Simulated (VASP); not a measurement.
# ScCu (Pm-3m) in VASP: notebook

The runs below take ScCu through single point, relaxation of cell and atoms, with LDA.

All numbers are computed with VASP 6.6.1; they aren't measurements. Logs are shortened: lines on timing, memory, paths and dates and some standing lists are left out, and cuts for length are marked.

### 1 The cell of the first run

Symmetry: Pm-3m, No. 221, cubic system. Conventional cell: a = 3.167 Å, b = 3.167 Å, c = 3.167 Å, α = 90.00°, β = 90.00°, γ = 90.00°. Within 3.6 Å of Sc (site symmetry m-3m) lie 8 Cu at 2.74 Å and 6 Sc at 3.17 Å. Cu (site symmetry m-3m) has 8 Sc at 2.74 Å and 6 Cu at 3.17 Å within 3.6 Å.

### 2 Single point, LDA

Contents of INCAR:

```
PREC     = Accurate       # precision mode
ENCUT    = 520            # plane-wave cutoff, eV
EDIFF    = 1E-6           # SCF threshold, eV
ISMEAR   = -1             # smearing method
SIGMA    = 0.05           # smearing width, eV
LREAL    = False          # projectors in reciprocal space
LASPH    = True           # aspherical terms in the spheres
NELM     = 100            # most SCF steps
ALGO     = Normal         # electronic algorithm
ISIF     = 2              # what is computed and relaxed
LWAVE    = False          # write WAVECAR
LCHARG   = False          # write CHGCAR
GGA      = CA             # functional
NBANDS   = 18             # bands
```

Contents of KPOINTS:

```
Automatic mesh
0
Gamma
  13 13 13
```

Contents of POSCAR:

```
ScCu
1.0
    3.1670556362      0.0000000000      0.0000000000
    0.0000000000      3.1670556362      0.0000000000
    0.0000000000      0.0000000000      3.1670556362
Sc Cu
1 1
Direct
    0.5000000000      0.5000000000      0.5000000000
    0.0000000000      0.0000000000      0.0000000000
```

Potentials or basis: VASP PAW LDA potentials, release 64 (Sc_sv, Cu).

Run with:

```bash
cat potpaw_LDA.64/Sc_sv/POTCAR potpaw_LDA.64/Cu/POTCAR > POTCAR
mpirun -np 1 vasp_std > vasp.out
```

OUTCAR:

```text
PREC = Accurate
   ENCUT = 520
   EDIFF = 1E-6
   ISMEAR = -1
   LREAL = False
   LASPH = True
   NELM = 100
   ISIF = 2
   GGA = CA

 ion  position               nearest neighbor table
   1  0.500  0.500  0.500-   2 2.74   2 2.74   2 2.74   2 2.74   2 2.74   2 2.74   2 2.74   2 2.74

   2  0.000  0.000  0.000-   1 2.74   1 2.74   1 2.74   1 2.74   1 2.74   1 2.74   1 2.74   1 2.74

  LATTYP: Found a simple cubic cell.
 ALAT       =     3.1670556362

  Lattice vectors:

 A1 = (   3.1670556362,   0.0000000000,   0.0000000000)
 A2 = (   0.0000000000,   3.1670556362,   0.0000000000)
 A3 = (   0.0000000000,   0.0000000000,   3.1670556362)

Analysis of symmetry for initial positions (statically):
=====================================================================
 Subroutine PRICEL returns:
 Original cell was already a primitive cell.

 Routine SETGRP: Setting up the symmetry group for a
 simple cubic supercell.

 Subroutine GETGRP returns: Found 48 space group operations
 (whereof 48 operations were pure point group operations)
 out of a pool of 48 trial point group operations.

The static configuration has the point symmetry O_h .

Analysis of symmetry for dynamics (positions and initial velocities):
=====================================================================
 Subroutine PRICEL returns:
 Original cell was already a primitive cell.

 Routine SETGRP: Setting up the symmetry group for a
 simple cubic supercell.

 Subroutine GETGRP returns: Found 48 space group operations
 (whereof 48 operations were pure point group operations)
 out of a pool of 48 trial point group operations.

The dynamic configuration has the point symmetry O_h .

 Subroutine INISYM returns: Found 48 space group operations
 (whereof 48 operations are pure point group operations),
 and found     1 'primitive' translations

----------------------------------------------------------------------------------------

                                     Primitive cell

  volume of cell :      31.7663

  direct lattice vectors                    reciprocal lattice vectors
     3.167055636  0.000000000  0.000000000     0.315750689  0.000000000  0.000000000
     0.000000000  3.167055636  0.000000000     0.000000000  0.315750689  0.000000000
     0.000000000  0.000000000  3.167055636     0.000000000  0.000000000  0.315750689

  length of vectors
     3.167055636  3.167055636  3.167055636     0.315750689  0.315750689  0.315750689

  position of ions in fractional coordinates (direct lattice)
     0.500000000  0.500000000  0.500000000
[... 77 lines left out ...]
   NELM   =    100;   NELMIN=  2; NELMDL= -5     # of ELM steps
   EDIFF  = 0.1E-05   stopping-criterion for ELM
   LREAL  =      F    real-space projection
   EDIFFG = 0.1E-04   stopping-criterion for IOM
   NSW    =      0    number of steps for IOM
   IBRION =     -1    ionic relax: 0-MD 1-quasi-New 2-CG
   NFREE  =      0    steps in history (QN), initial steepest desc. (CG)
   ISIF   =      2    stress and relaxation
   ISYM   =      2    0-nonsym 1-usesym 2-fastsym
   POTIM  = 0.5000    time-step for ionic-motion
   TEBEG  =    0.0;   TEEND  =   0.0 temperature during run
   PSTRESS=    0.0 pullay stress
   NELECT =      22.0000    total number of electrons
   NUPDOWN=      -1.0000    fix difference up-down
   EMIN   =  10.00;   EMAX   =-10.00  energy-range for DOS
   EFERMI =   0.00;   METHOD = LEGACY
   ISMEAR =    -1;   SIGMA  =   0.05  broadening in eV -4-tet -1-fermi 0-gaus
   EFERMI_NEDOS =   21; number of points for ismear=-14 and -15
   IALGO  =     38    algorithm
   IMIX   =      4    mixing-type and parameters
     AMIX     =   0.40;   BMIX     =  1.00
     AMIX_MAG =   1.60;   BMIX_MAG =  1.00
  volume/ion in A,a.u.               =      15.88       107.18
  Fermi-wavevector in a.u.,A,eV,Ry     =   1.448416  2.737110 28.543790  2.097909
  Thomas-Fermi vector in A             =   2.566260
   LORBIT       =      0    0 simple, 1 ext, 2 COOP (PROOUT), +10 PAW based schemes
   GGA     = CA    functional components
   LHFCALC =     F    Hartree Fock is set to
   AEXX    =    0.0000 exact exchange contribution
   IVDW    =     0    specifies the selected vdW correction
   LEPSILON=     F    determine dielectric tensor
   LRPA    =     F    only Hartree local field effects (RPA)
 non-spin polarized calculation
  energy-cutoff  :      520.00
  volume of cell :       31.77
 maximum number of plane-waves:       876
 NGX is ok and might be reduce to    24
   NGX = 11   NGY = 11   NGZ = 11

 number of electron      22.0000038 magnetization

 Free energy of the ion-electron system (eV)
  ---------------------------------------------------
  ext. energy  EPLUGINS =         0.00000000
  ---------------------------------------------------
  free energy    TOTEN  =       -11.96807972 eV

  energy without entropy =      -11.95603174  energy(sigma->0) =      -11.96205573

 E-fermi :   5.9731     XC(G=0): -11.8427

 val. band max:        5.9721447976   @ k =   0.3846   0.3077   0.2308
 cond. band min:       5.9733555402   @ k =   0.3077   0.2308   0.1538
 fundamental gap:      0.0012107425
 Fermi energy:         5.9731495572

 k-point     1 :       0.0000    0.0000    0.0000
  band No.  band energies     occupation
      1     -42.8870      2.00000
      2     -21.7289      2.00000
      3     -21.7289      2.00000
      4     -21.7289      2.00000
      5      -1.3821      2.00000
      6       1.7864      2.00000
[... 481 lines left out ...]
      5       1.3851      2.00000
      6       1.9677      2.00000
[... 10 lines left out ...]
     17      13.4915      0.00000
     18      16.0244      0.00000

 [... further k-points ...]

------------------------ aborting loop because EDIFF is reached ----------------------------------------

  FORCE on cell =-STRESS in cart. coord.  units (eV):
  Direction    XX          YY          ZZ          XY          YZ          ZX
  --------------------------------------------------------------------------------------
  -------------------------------------------------------------------------------------
  Total        0.1246724      0.1246724      0.1246724      0.0000000      0.0000000     -0.0000000
  in kB        6.2880180      6.2880180      6.2880180      0.0000000      0.0000000     -0.0000000
  external PRESSURE =       6.2880180 kB  Pullay stress =       0.0000000 kB

 VOLUME and BASIS-vectors are now :
 -----------------------------------------------------------------------------
  energy-cutoff  :      520.00
  volume of cell :       31.77
      direct lattice vectors                 reciprocal lattice vectors
     3.167055636  0.000000000  0.000000000     0.315750689  0.000000000  0.000000000
     0.000000000  3.167055636  0.000000000     0.000000000  0.315750689  0.000000000
     0.000000000  0.000000000  3.167055636     0.000000000  0.000000000  0.315750689

 POSITION                                       TOTAL-FORCE (eV/Angst)
 -----------------------------------------------------------------------------------
      1.58353      1.58353      1.58353         0.000000      0.000000      0.000000
      0.00000      0.00000      0.00000         0.000000      0.000000      0.000000
 -----------------------------------------------------------------------------------
    total drift:                                0.000000      0.000000     -0.000000

  FREE ENERGIE OF THE ION-ELECTRON SYSTEM (eV)
  ---------------------------------------------------
  free  energy   TOTEN  =       -11.9680797153 eV

  energy  without entropy=      -11.9560317414  energy(sigma->0) =      -11.96205573
```

stdout:

```text
POSCAR found type information on POSCAR ScCu
 POSCAR found :  2 types and       2 ions
 scaLAPACK will be used
 LDA part: xc-table for (Slater(with rela. corr.)+CA(PZ))
 , standard interpolation
 POSCAR, INCAR and KPOINTS ok, starting setup
 FFT: planning ... GRIDC
 FFT: planning ... GRID_SOFT
 FFT: planning ... GRID
 WAVECAR not read
 entering main loop
```

Wall time 21 s (1 thread of Intel Xeon Platinum 8259CL at 2.50GHz (Skylake/Cascade Lake), shared host); peak memory 0.16 GiB.

Results:

```
Free energy            : -11.9681 eV
Pressure               : 0.6 GPa
Band gap on the k mesh : zero (band 11 reaches 6.52 eV, above the bottom of band 12 at 4.44 eV)
```

### 3 Relaxation of cell and atoms, LDA

Contents of INCAR:

```
SYSTEM = ScCu
ALGO = Normal
EDIFF = 1E-7
EDIFFG = -0.005
ENCUT = 600
IBRION = 2
ISIF = 3
ISMEAR = -1
LASPH = .True.
LCHARG = .False.
LREAL = .False.
LWAVE = .False.
NELM = 100
NSW = 32
PREC = Accurate
SIGMA = 0.05
```

Contents of KPOINTS:

```
k-points
0
Gamma
  13 13 13
  0 0 0
```

POSCAR is that of step 2.

Potentials or basis: VASP PAW LDA potentials, release 64 (Sc_sv, Cu).

Run with:

```bash
cat potpaw_LDA.64/Sc_sv/POTCAR potpaw_LDA.64/Cu/POTCAR > POTCAR
mpirun -np 1 vasp_std > vasp.out
```

Wall time 95 s (1 thread of Intel Xeon Platinum 8259CL at 2.50GHz (Skylake/Cascade Lake), shared host); peak memory 0.19 GiB.

The run converged. Its results:

```
Free energy                            : -11.9683 eV
Relaxed volume                         : 15.97 Å³/atom
Relaxed cell                           : a = 3.173 Å, b = 3.173 Å, c = 3.173 Å, α = 90.00°, β = 90.00°, γ = 90.00°
Space group after relaxing (to 0.05 Å) : Pm-3m (No. 221)
Energy gained by relaxing              : 0.2 meV/atom
Ionic steps                            : 3
Pressure after relaxing                : 0.0 GPa
Band gap on the k mesh                 : zero (band 11 reaches 6.47 eV, above the bottom of band 12 at 4.40 eV)
```

Step by step:
```
step  energy change (eV)  largest force (eV/Å)  pressure (GPa)  volume (Å³)
   1              0.0000                0.0000            0.61        31.77
   2             -0.0002                0.0000           -0.36        32.04
   3             -0.0003                0.0000            0.01        31.93
```

Final structure:
```xyz
2
Lattice="3.1726 0.0000 0.0000 0.0000 3.1726 0.0000 0.0000 0.0000 3.1726" Properties=species:S:1:pos:R:3 pbc="T T T"
Sc    1.5863    1.5863    1.5863
Cu    0.0000    0.0000    0.0000
```

Levels at points of the mesh, in eV from the Fermi level:
```tsv
k point	band 7	band 8	band 9	band 10	band 11	band 12	band 13	band 14	band 15
(0.00, 0.00, 0.00)	-4.16	-3.21	-3.21	-3.21	0.52	0.52	3.44	3.44	3.44
```
